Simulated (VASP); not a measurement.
MgCd2SeS2, 6 atoms in the cell. Symmetry: P4/mmm, No. 123, tetragonal system. The conventional cell has a = 5.352 Å, b = 5.352 Å, c = 5.246 Å, α = 90.00°, β = 90.00°, γ = 90.00°. Mg (site symmetry 4/mmm) has 2 Se at 2.62 Å within 3.5 Å. Within 3.5 Å of Cd (site symmetry mmm) lie 2 Se at 2.68 Å and 4 S at 2.99 Å. Within 3.5 Å of Se (site symmetry 4/mmm) lie 2 Mg at 2.62 Å and 4 Cd at 2.68 Å. S (site symmetry 4mm) has 2 S at 2.56 to 2.69 Å and 4 Cd at 2.99 Å within 3.4 Å. The cell was built from a structure type or drawn by symmetry, and may not be a known phase.

* Program: VASP 6.6.1
* Task: single point
* Functional: PBE
* Potentials or basis: VASP PAW PBE potentials, release 64 (Mg, Cd, Se, S)
* Cutoff: 520 eV
* k mesh: 4 × 4 × 4
* Occupations: gaussian, width 0.1 eV
* Spin: no spin polarisation
* Dipole correction: no
* Further INCAR settings: ALGO = Normal; EDIFF = 1e-06; NBANDS = 31

Potentials or basis: VASP PAW PBE potentials, release 64 (Mg, Cd, Se, S).

Launch:

```sh
$ cat potpaw_PBE.64/Mg/POTCAR potpaw_PBE.64/Cd/POTCAR potpaw_PBE.64/Se/POTCAR potpaw_PBE.64/S/POTCAR > POTCAR
$ mpirun -np 1 vasp_std > vasp.out
```

Hardware: 1 thread of Intel Xeon 8259CL (shared host).

Q: How long does it take, and how much memory?

A: Wall time 120 s on 1 thread of Intel Xeon 8259CL (shared host), peak memory 0.29 GiB. Counts: scf iterations 13, k points 18.
